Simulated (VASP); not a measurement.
# Ca (Fm-3m) in VASP: a series of runs

The runs below take Ca through single point, relaxation of cell and atoms, with LDA.

Everything below comes from runs of VASP 6.6.1. Logs are shortened: lines on timing, memory, paths and dates and some standing lists are left out, and cuts for length are marked.

### 1 The cell of the first run

Symmetry: Fm-3m, No. 225, cubic system. Conventional cell: a = 5.344 Å, b = 5.344 Å, c = 5.344 Å, α = 90.00°, β = 90.00°, γ = 90.00°. Ca (site symmetry m-3m) has 12 Ca at 3.78 Å within 5.0 Å.

### 2 Single point, LDA

Contents of INCAR:

```
SYSTEM = Ca
  PREC = Accurate
  ENCUT = 520
  EDIFF = 1E-6
  ISMEAR = -1
  SIGMA = 0.1
  LREAL = .FALSE.
  LASPH = .TRUE.
  NELM = 80
  ALGO = Normal
  ISIF = 2
  LWAVE = .FALSE.
  LCHARG = .FALSE.
  GGA = CA
  NBANDS = 11
```

Contents of KPOINTS:

```
Automatic mesh
0
G
  8 8 8
  0 0 0
```

Contents of POSCAR:

```
Ca
1.0
    3.7784718431      0.0000000000      0.0000000000
    1.8892359215      3.2722526036      0.0000000000
    1.8892359215      1.0907508679      3.0851093410
Ca
1
Direct
    0.0000000000      0.0000000000      0.0000000000
```

Potentials or basis: VASP PAW LDA potentials, release 64 (Ca_sv).

The run is started by

```sh
cat potpaw_LDA.64/Ca_sv/POTCAR > POTCAR
mpirun -np 1 vasp_std > vasp.out
```

OUTCAR:

```text
SYSTEM = Ca
   PREC = Accurate
   ENCUT = 520
   EDIFF = 1E-6
   ISMEAR = -1
   LREAL = .FALSE.
   LASPH = .TRUE.
   NELM = 80
   ISIF = 2
   GGA = CA

 ion  position               nearest neighbor table
   1  0.000  0.000  0.000-

  LATTYP: Found a face centered cubic cell.
 ALAT       =     5.3435661255

  Lattice vectors:

 A1 = (   3.7784718431,   0.0000000000,   0.0000000000)
 A2 = (   1.8892359215,   3.2722526036,   0.0000000000)
 A3 = (   1.8892359215,   1.0907508679,   3.0851093410)

Analysis of symmetry for initial positions (statically):
=====================================================================
 Subroutine PRICEL returns:
 Original cell was already a primitive cell.

 Routine SETGRP: Setting up the symmetry group for a
 face centered cubic supercell.

 Subroutine GETGRP returns: Found 48 space group operations
 (whereof 48 operations were pure point group operations)
 out of a pool of 48 trial point group operations.

The static configuration has the point symmetry O_h .

Analysis of symmetry for dynamics (positions and initial velocities):
=====================================================================
 Subroutine PRICEL returns:
 Original cell was already a primitive cell.

 Routine SETGRP: Setting up the symmetry group for a
 face centered cubic supercell.

 Subroutine GETGRP returns: Found 48 space group operations
 (whereof 48 operations were pure point group operations)
 out of a pool of 48 trial point group operations.

The dynamic configuration has the point symmetry O_h .

 Subroutine INISYM returns: Found 48 space group operations
 (whereof 48 operations are pure point group operations),
 and found     1 'primitive' translations

----------------------------------------------------------------------------------------

                                     Primitive cell

  volume of cell :      38.1446

  direct lattice vectors                    reciprocal lattice vectors
     3.778471843  0.000000000  0.000000000     0.264657259 -0.152799940 -0.108045873
     1.889235922  3.272252604  0.000000000     0.000000000  0.305599879 -0.108045873
     1.889235922  1.090750868  3.085109341     0.000000000  0.000000000  0.324137620

  length of vectors
     3.778471843  3.778471843  3.778471843     0.324137620  0.324137620  0.324137620

  position of ions in fractional coordinates (direct lattice)
     0.000000000  0.000000000  0.000000000

  ion indices of the primitive-cell ions
   primitive index   ion index
                 1           1

----------------------------------------------------------------------------------------

 KPOINTS: Automatic mesh

Automatic generation of k-mesh.
 Grid dimensions read from file:
 generate k-points for:    8    8    8

 Generating k-lattice:

  Cartesian coordinates                     Fractional coordinates (reciprocal lattice)
     0.033082157 -0.019099992 -0.013505734     0.125000000 -0.000000000 -0.000000000
     0.000000000  0.038199985 -0.013505734     0.000000000  0.125000000 -0.000000000
     0.000000000  0.000000000  0.040517203     0.000000000  0.000000000  0.125000000

  Length of vectors
     0.040517203  0.040517203  0.040517203

  Shift w.r.t. Gamma in fractional coordinates (k-lattice)
     0.000000000  0.000000000  0.000000000

 Subroutine IBZKPT returns following result:
 ===========================================

 Found     29 irreducible k-points:

 Following reciprocal coordinates:
            Coordinates               Weight
  0.000000  0.000000  0.000000      1.000000
  0.125000 -0.000000 -0.000000      8.000000
  0.250000 -0.000000 -0.000000      8.000000
  0.375000 -0.000000 -0.000000      8.000000
  0.500000 -0.000000 -0.000000      4.000000
  0.125000  0.125000 -0.000000      6.000000
[... 16 lines left out ...]
  0.500000  0.250000  0.125000     48.000000
 -0.375000  0.250000  0.125000     24.000000
 [... further k-points ...]
   k-points           NKPTS =     29   k-points in BZ     NKDIM =     29   number of bands    NBANDS=     11
   number of dos      NEDOS =    301   number of ions     NIONS =      1
   total plane-waves  NPLWV =  21952
   dimension x,y,z NGX =    28 NGY =   28 NGZ =   28
   dimension x,y,z NGXF=    56 NGYF=   56 NGZF=   56
   ions per type =               1
   NGX,Y,Z   is equivalent  to a cutoff of  12.32, 12.32, 12.32 a.u.
   NGXF,Y,Z  is equivalent  to a cutoff of  24.64, 24.64, 24.64 a.u.
 SYSTEM =  Ca
   PREC   = accura    normal or accurate (medium, high low for compatibility)
   ISTART =      0    job   : 0-new  1-cont  2-samecut
   ICHARG =      2    charge: 1-file 2-atom 10-const
   ISPIN  =      1    spin polarized calculation?
   LNONCOLLINEAR =      F non collinear calculations
   LSORBIT =      F    spin-orbit coupling
   LASPH  =      T    aspherical Exc in radial PAW
   ENCUT  =  520.0 eV  38.22 Ry    6.18 a.u.   7.03  7.03  7.03*2*pi/ulx,y,z
   NELM   =     80;   NELMIN=  2; NELMDL= -5     # of ELM steps
   EDIFF  = 0.1E-05   stopping-criterion for ELM
   LREAL  =      F    real-space projection
   EDIFFG = 0.1E-04   stopping-criterion for IOM
   NSW    =      0    number of steps for IOM
   IBRION =     -1    ionic relax: 0-MD 1-quasi-New 2-CG
   NFREE  =      0    steps in history (QN), initial steepest desc. (CG)
   ISIF   =      2    stress and relaxation
   ISYM   =      2    0-nonsym 1-usesym 2-fastsym
   POTIM  = 0.5000    time-step for ionic-motion
   TEBEG  =    0.0;   TEEND  =   0.0 temperature during run
   PSTRESS=    0.0 pullay stress
   NELECT =      10.0000    total number of electrons
   NUPDOWN=      -1.0000    fix difference up-down
   EMIN   =  10.00;   EMAX   =-10.00  energy-range for DOS
   EFERMI =   0.00;   METHOD = LEGACY
   ISMEAR =    -1;   SIGMA  =   0.10  broadening in eV -4-tet -1-fermi 0-gaus
   EFERMI_NEDOS =   21; number of points for ismear=-14 and -15
   IALGO  =     38    algorithm
   IMIX   =      4    mixing-type and parameters
     AMIX     =   0.40;   BMIX     =  1.00
     AMIX_MAG =   1.60;   BMIX_MAG =  1.00
  volume/ion in A,a.u.               =      38.14       257.41
  Fermi-wavevector in a.u.,A,eV,Ry     =   1.047764  1.979988 14.936615  1.097810
  Thomas-Fermi vector in A             =   2.182658
   LORBIT       =      0    0 simple, 1 ext, 2 COOP (PROOUT), +10 PAW based schemes
   GGA     = CA    functional components
   LHFCALC =     F    Hartree Fock is set to
   AEXX    =    0.0000 exact exchange contribution
   IVDW    =     0    specifies the selected vdW correction
   LEPSILON=     F    determine dielectric tensor
   LRPA    =     F    only Hartree local field effects (RPA)
 non-spin polarized calculation
  energy-cutoff  :      520.00
  volume of cell :       38.14
 maximum number of plane-waves:      1036
   NGX = 13   NGY = 13   NGZ = 13

 number of electron      10.0000003 magnetization

 Free energy of the ion-electron system (eV)
  ---------------------------------------------------
  ext. energy  EPLUGINS =         0.00000000
  ---------------------------------------------------
  free energy    TOTEN  =        -2.22647616 eV

  energy without entropy =       -2.18875949  energy(sigma->0) =       -2.20761783

 E-fermi :   2.1783     XC(G=0):  -8.2967

 val. band max:        2.1502848307   @ k =  -0.3750   0.3750   0.0000
 cond. band min:       2.1784278302   @ k =  -0.3750   0.2500   0.1250
 fundamental gap:      0.0281429995
 Fermi energy:         2.1783331156

 k-point     1 :       0.0000    0.0000    0.0000
  band No.  band energies     occupation
      1     -39.1339      2.00000
      2     -20.3251      2.00000
      3     -20.3251      2.00000
      4     -20.3251      2.00000
      5      -2.0012      2.00000
      6       4.5419      0.00000
      7       4.5419      0.00000
      8       4.5419      0.00000
      9       5.7448      0.00000
     10       5.7448      0.00000
     11      11.8434      0.00000

 k-point     2 :       0.1250   -0.0000   -0.0000
  band No.  band energies     occupation
      1     -39.1305      2.00000
      2     -20.3563      2.00000
      3     -20.3293      2.00000
      4     -20.3293      2.00000
      5      -1.7108      2.00000
      6       4.2499      0.00000
      7       4.6443      0.00000
      8       4.6443      0.00000
      9       5.6635      0.00000
     10       5.6635      0.00000
     11      12.1035      0.00000

 k-point     3 :       0.2500   -0.0000   -0.0000
  band No.  band energies     occupation
      1     -39.1222      2.00000
      2     -20.4307      2.00000
      3     -20.3393      2.00000
      4     -20.3393      2.00000
      5      -0.8952      2.00000
      6       3.5923      0.00000
      7       4.6959      0.00000
      8       4.6959      0.00000
      9       5.7571      0.00000
     10       5.7571      0.00000
     11      10.2488      0.00000

 k-point     4 :       0.3750   -0.0000   -0.0000
  band No.  band energies     occupation
      1     -39.1139      2.00000
      2     -20.5038      2.00000
      3     -20.3493      2.00000
      4     -20.3493      2.00000
      5       0.2557      2.00000
      6       2.8171      0.00336
      7       4.5167      0.00000
      8       4.5167      0.00000
      9       6.2386      0.00000
     10       6.2386      0.00000
     11       8.5683      0.00000
[... 239 lines left out ...]
 k-point    22 :       0.3750    0.2500    0.1250
  band No.  band energies     occupation
      1     -39.1160      2.00000
      2     -20.4488      2.00000
      3     -20.3773      2.00000
      4     -20.3521      2.00000
      5      -0.2169      2.00000
      6       3.3424      0.00002
      7       4.1685      0.00000
      8       5.1841      0.00000
      9       5.3189      0.00000
     10       6.3579      0.00000
     11      10.2885      0.00000

 k-point    23 :       0.5000    0.2500    0.1250
  band No.  band energies     occupation
      1     -39.1094      2.00000
      2     -20.4879      2.00000
      3     -20.4003      2.00000
      4     -20.3641      2.00000
      5       0.8703      2.00000
      6       2.8733      0.00192
      7       3.7255      0.00000
      8       5.0082      0.00000
      9       5.9548      0.00000
     10       6.8046      0.00000
     11       8.5529      0.00000

 k-point    24 :      -0.3750    0.2500    0.1250
  band No.  band energies     occupation
      1     -39.1066      2.00000
      2     -20.5047      2.00000
      3     -20.4075      2.00000
      4     -20.3706      2.00000
      5       1.8341      1.93801
      6       2.1784      0.99953
      7       3.6713      0.00000
      8       4.9014      0.00000
      9       6.3476      0.00000
     10       7.0166      0.00000
     11       7.5922      0.00000

 [... further k-points ...]

------------------------ aborting loop because EDIFF is reached ----------------------------------------

  FORCE on cell =-STRESS in cart. coord.  units (eV):
  Direction    XX          YY          ZZ          XY          YZ          ZX
  --------------------------------------------------------------------------------------
  -------------------------------------------------------------------------------------
  Total       -0.0071387     -0.0071387     -0.0071387      0.0000000     -0.0000000      0.0000000
  in kB       -0.2998441     -0.2998441     -0.2998441      0.0000000     -0.0000000      0.0000000
  external PRESSURE =      -0.2998441 kB  Pullay stress =       0.0000000 kB

 VOLUME and BASIS-vectors are now :
 -----------------------------------------------------------------------------
  energy-cutoff  :      520.00
  volume of cell :       38.14
      direct lattice vectors                 reciprocal lattice vectors
     3.778471843  0.000000000  0.000000000     0.264657259 -0.152799940 -0.108045873
     1.889235922  3.272252604  0.000000000     0.000000000  0.305599879 -0.108045873
     1.889235922  1.090750868  3.085109341     0.000000000  0.000000000  0.324137620

 POSITION                                       TOTAL-FORCE (eV/Angst)
 -----------------------------------------------------------------------------------
      0.00000      0.00000      0.00000         0.000000      0.000000      0.000000
 -----------------------------------------------------------------------------------
    total drift:                               -0.000000     -0.000000     -0.000000

  FREE ENERGIE OF THE ION-ELECTRON SYSTEM (eV)
  ---------------------------------------------------
  free  energy   TOTEN  =        -2.2264761628 eV

  energy  without entropy=       -2.1887594945  energy(sigma->0) =       -2.20761783
```

Wall time 9.3 s (1 thread of AMD EPYC 7R43 (Zen 3), shared host); peak memory 0.11 GiB.

Results:

* Free energy: -2.2265 eV
* Pressure: 0.0 GPa
* Band gap on the k mesh: zero (band 5 reaches 2.31 eV, above the bottom of band 6 at 2.18 eV)

Levels at points of the mesh, in eV from the Fermi level:
| k point | band 3 | band 4 | band 5 | band 6 | band 7 | band 8 |
| --- | --- | --- | --- | --- | --- | --- |
| (0.00, 0.00, 0.00) | -22.50 | -22.50 | -4.18 | 2.36 | 2.36 | 2.36 |
| (0.50, 0.00, 0.00) | -22.53 | -22.53 | -1.06 | 0.01 | 2.24 | 2.24 |
| (0.50, 0.50, 0.00) | -22.58 | -22.58 | -0.58 | 0.45 | 1.22 | 4.34 |

### 3 Relaxation of cell and atoms, LDA

This run uses another cell than the first one, of 43.63 Å³/atom, 1.144 times its volume.

Contents of INCAR:

```
SYSTEM = Ca
PREC = Accurate
ENCUT = 600
EDIFF = 1E-6
ISMEAR = -1
SIGMA = 0.1
LREAL = .False.
LASPH = .True.
NELM = 100
ALGO = Normal
ISIF = 3
LWAVE = .False.
LCHARG = .False.
GGA = CA
IBRION = 2
NSW = 50
EDIFFG = -0.03
```

Contents of KPOINTS:

```
Automatic mesh
0
Gamma
  8 8 8
  0 0 0
```

Contents of POSCAR:

```
Ca
1.0
    3.9515960000      0.0000000000      0.0000000000
    1.9757980000      3.4221825215      0.0000000000
    1.9757980000      1.1407275072      3.2264646232
Ca
1
Direct
    0.0000000000      0.0000000000      0.0000000000
```

Potentials or basis: VASP PAW LDA potentials, release 64 (Ca_sv).

The run is started by

```sh
cat potpaw_LDA.64/Ca_sv/POTCAR > POTCAR
mpirun -np 1 vasp_std > vasp.out
```

OUTCAR:

```text
SYSTEM = Ca
   PREC = Accurate
   ENCUT = 600
   EDIFF = 1E-6
   ISMEAR = -1
   LREAL = .False.
   LASPH = .True.
   NELM = 100
   ISIF = 3
   GGA = CA
   IBRION = 2
   NSW = 50
   EDIFFG = -0.03

 ion  position               nearest neighbor table
   1  0.000  0.000  0.000-

  LATTYP: Found a face centered cubic cell.
 ALAT       =     5.5884006562

  Lattice vectors:

 A1 = (   3.9515960000,   0.0000000000,   0.0000000000)
 A2 = (   1.9757980000,   3.4221825215,   0.0000000000)
 A3 = (   1.9757980000,   1.1407275072,   3.2264646232)

Analysis of symmetry for initial positions (statically):
=====================================================================
 Subroutine PRICEL returns:
 Original cell was already a primitive cell.

 Routine SETGRP: Setting up the symmetry group for a
 face centered cubic supercell.
[... 251 lines left out ...]

 k-point     1 :       0.0000    0.0000    0.0000
  band No.  band energies     occupation
      1     -39.1516      2.00000
      2     -20.3438      2.00000
      3     -20.3438      2.00000
      4     -20.3438      2.00000
      5      -2.0082      2.00000
      6       4.5266      0.00000
      7       4.5266      0.00000
      8       4.5266      0.00000
      9       5.7256      0.00000
[... 265 lines left out ...]
 k-point    24 :      -0.3750    0.2500    0.1250
  band No.  band energies     occupation
      1     -39.1247      2.00000
      2     -20.5216      2.00000
      3     -20.4253      2.00000
      4     -20.3888      2.00000
      5       1.8223      1.93799
      6       2.1657      1.00402
      7       3.6582      0.00000
      8       4.8848      0.00000
      9       6.3262      0.00000

 [... further k-points ...]

------------------------ aborting loop because EDIFF is reached ----------------------------------------

  FORCE on cell =-STRESS in cart. coord.  units (eV):
  Direction    XX          YY          ZZ          XY          YZ          ZX
  --------------------------------------------------------------------------------------
  -------------------------------------------------------------------------------------
  Total       -0.0103485     -0.0103485     -0.0103485     -0.0000000     -0.0000000      0.0000000
  in kB       -0.4334732     -0.4334732     -0.4334732     -0.0000000     -0.0000000      0.0000000
  external PRESSURE =      -0.4334732 kB  Pullay stress =       0.0000000 kB
[... 16 lines left out ...]
  FREE ENERGIE OF THE ION-ELECTRON SYSTEM (eV)
  ---------------------------------------------------
  free  energy   TOTEN  =        -2.2268373965 eV

  energy  without entropy=       -2.1890400259  energy(sigma->0) =       -2.20793871

 reached required accuracy - stopping structural energy minimisation
```

OSZICAR:

```text
N       E                     dE             d eps       ncg     rms          rms(c)
DAV:   1     0.686278495253E+02    0.68628E+02   -0.54291E+03   522   0.110E+03
DAV:   2    -0.630646042769E+00   -0.69258E+02   -0.68922E+02   549   0.239E+02
DAV:   3    -0.212320061523E+01   -0.14926E+01   -0.14845E+01   803   0.364E+01
[... 24 lines left out ...]
DAV:   5    -0.222673885709E+01   -0.34924E-02   -0.65802E-03   748   0.404E-01    0.925E-02
DAV:   6    -0.222685102957E+01   -0.11217E-03   -0.38475E-04   865   0.156E-01    0.226E-02
DAV:   7    -0.222680036487E+01    0.50665E-04   -0.79897E-05   767   0.966E-02    0.381E-02
DAV:   8    -0.222683752054E+01   -0.37156E-04   -0.80182E-05   829   0.842E-02    0.405E-03
DAV:   9    -0.222683739645E+01    0.12408E-06   -0.34023E-07   304   0.676E-03
   3 F= -.22268374E+01 E0= -.22079387E+01  d E =-.392628E-01
```

Run time: 28 s. Hardware: 1 thread of AMD EPYC 7R43 (Zen 3), shared host; peak memory 0.14 GiB.

Results:

```yaml
Free_energy: -2.2268 eV
Relaxed_volume: 38.25 Å³/atom
Relaxed_cell: a = 3.782 Å, b = 3.782 Å, c = 3.782 Å, α = 60.00°, β = 60.00°, γ = 60.00°
Space_group_after_relaxing_to_0.05_Å: Fm-3m (No. 225)
Energy_gained_by_relaxing: 39.3 meV/atom
Ionic_steps: 3
Pressure_after_relaxing: 0.0 GPa
Band_gap_on_the_k_mesh: zero (band 5 reaches 2.30 eV, above the bottom of band 6 at 2.17 eV)
```

The path:
| step | energy change (eV) | largest force (eV/Å) | pressure (GPa) | volume (Å³) |
| --- | --- | --- | --- | --- |
| 1 | 0.0000 | 0.0000 | -2.11 | 43.63 |
| 2 | -0.0337 | 0.0000 | -0.89 | 40.10 |
| 3 | -0.0393 | 0.0000 | -0.04 | 38.25 |

Final structure:
```
Ca
1.0
     3.78194    0.00000    0.00000
     1.89097    3.27525    0.00000
     1.89097    1.09175    3.08794
Ca
1
Direct
  0.00000 0.00000 0.00000
```

Levels at points of the mesh, in eV from the Fermi level:
| k point | band 3 | band 4 | band 5 | band 6 | band 7 | band 8 |
| --- | --- | --- | --- | --- | --- | --- |
| (0.00, 0.00, 0.00) | -22.51 | -22.51 | -4.17 | 2.36 | 2.36 | 2.36 |
| (0.50, 0.00, 0.00) | -22.54 | -22.54 | -1.06 | 0.01 | 2.24 | 2.24 |
| (0.50, 0.50, 0.00) | -22.58 | -22.58 | -0.58 | 0.45 | 1.22 | 4.33 |

Caveat: the volume moved by -12 % from the deposited cell, more than functionals usually miss.
